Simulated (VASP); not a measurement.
Write the native input for VASP 6.6.1 that does the following.

```
Task                   : single point
Functional             : PBEsol
Potentials or basis    : VASP PAW PBE potentials, release 64 (Al)
Cutoff                 : 520 eV
k mesh                 : 9 × 9 × 3
Occupations            : fermi-dirac, width 0.05 eV
Spin                   : no spin polarisation
Dipole correction      : no
Further INCAR settings : ALGO = Fast; EDIFF = 1e-06; NBANDS = 14
```

The structure of Al lies in POSCAR:

```
Al
1.0
    2.8270770242      0.0000000000      0.0000000000
   -1.4135385121      2.4483205214      0.0000000000
    0.0000000000      0.0000000000      9.3697129314
Al
4
Direct
    0.6666666667      0.3333333333      0.7500000000
    0.0000000000      0.0000000000      0.5000000000
    0.3333333333      0.6666666667      0.2500000000
    0.0000000000      0.0000000000      0.0000000000
```

These files were run (other wordings do the same):

INCAR

```
ALGO = Fast
EDIFF = 1E-6
ENCUT = 520
GGA = PS
ISIF = 2
ISMEAR = -1
LASPH = True
LCHARG = False
LREAL = False
LWAVE = False
NBANDS = 14
NELM = 100
PREC = Accurate
SIGMA = 0.05
```

KPOINTS

```
k-points
0
Gamma
  9 9 3
```

Potentials or basis: VASP PAW PBE potentials, release 64 (Al).

The run is started by

```sh
$ cat potpaw_PBE.64/Al/POTCAR > POTCAR
$ mpirun -np 1 vasp_std > vasp.out
```

Results of the run:

The pressure is 0.1 GPa and the band gap on the k mesh is zero (band 6 reaches 11.90 eV, above the bottom of band 7 at 6.82 eV).

Caveat: the PAW data sets were made with another functional, which shifts forces and pressure a little.

Wall time 12 s on 1 thread of Intel(R) Xeon(R) Platinum 8375C CPU @ 2.90GHz (Ice Lake), on a shared host, peak memory 0.18 GiB.
